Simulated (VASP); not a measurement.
ZrO2, 3 atoms in the cell. The structure is cubic, space group Fm-3m (No. 225). The conventional cell has a = 5.070 Å, b = 5.070 Å, c = 5.070 Å, α = 90.00°, β = 90.00°, γ = 90.00°. Zr (site symmetry m-3m) has 8 O at 2.20 Å within 2.9 Å. O (site symmetry -43m) has 4 Zr at 2.20 Å and 6 O at 2.54 Å within 2.9 Å. 

```yaml
Program: VASP 6.6.1
Task: electric field gradients
Functional: PBE
Potentials_or_basis: VASP PAW PBE potentials, release 64 (Zr_sv, O)
Cutoff: 520 eV
k_mesh: 9 × 9 × 9
Occupations: fermi-dirac, width 0.02 eV
Spin: no spin polarisation
Dipole_correction: no
Further_INCAR_settings: ALGO = Normal; EDIFF = 1e-08; NBANDS = 19
```

Potentials or basis: VASP PAW PBE potentials, release 64 (Zr_sv, O).

Run with:

```bash
$ cat potpaw_PBE.64/Zr_sv/POTCAR potpaw_PBE.64/O/POTCAR > POTCAR
$ mpirun -np 1 vasp_std > vasp.out
```

Hardware: 1 thread of Intel(R) Xeon(R) Platinum 8375C CPU @ 2.90GHz (Ice Lake) (shared host).

Problem. How long does it take, and how much memory?

Solution. It took 30 s on 1 thread of Intel(R) Xeon(R) Platinum 8375C CPU @ 2.90GHz (Ice Lake) (shared host), peak memory 0.16 GiB. Counts: scf iterations 18, k points 35.
